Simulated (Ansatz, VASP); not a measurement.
Two plane-wave programs on Sn3SbSe

```
Sn Sb Se
1.0
     5.01710    0.00000    0.00000
     0.00000    5.01710    0.00000
     0.00000    0.00000    5.01710
Sn Sb Se
3 1 1
Direct
  0.00000 0.50000 0.50000
  0.50000 0.00000 0.50000
  0.50000 0.50000 0.00000
  0.50000 0.50000 0.50000
  0.00000 0.00000 0.00000
```

Change from the starting cell: species swapped into the KCdF3 type (Pm-3m, No. 221).

Alike in both runs: task relaxation of cell and atoms; functional PBE; k mesh 4 × 4 × 4; occupations gaussian, width 0.1 eV; no spin polarisation.

|  | VASP | Ansatz |
| --- | --- | --- |
| version | VASP 6.6.1 | Ansatz 0.2.0 |
| potentials or method | VASP PAW PBE potentials, release 64 (Sn_d, Sb, Se), cutoff 600 eV | scalar-relativistic, plane waves, PAW |
| valence electrons in the cell | 53 | 73 |

Ansatz gave:

| Item | Value |
| --- | --- |
| gap on the k mesh at the Fermi level, each at its own relaxed structure (eV) | none |
| relaxed volume (Å³/atom) | 37.07 |
| relaxed cell length with the largest relative difference (Å) | 5.702 |

Which values does VASP return?

gap on the k mesh at the Fermi level, each at its own relaxed structure (eV): none; relaxed volume (Å³/atom): 36.99; relaxed cell length with the largest relative difference (Å): 5.697.

A gap of «none» marks a metal or a gap that the smearing closes. VASP's potentials hold 53 valence electrons a cell and Ansatz's 73, so a difference there can come from the potentials and not from the codes.

Neither program's run includes spin-orbit coupling. Noted on VASP's run: the volume moved by over 15 % at a fixed basis, so the end points are rough.
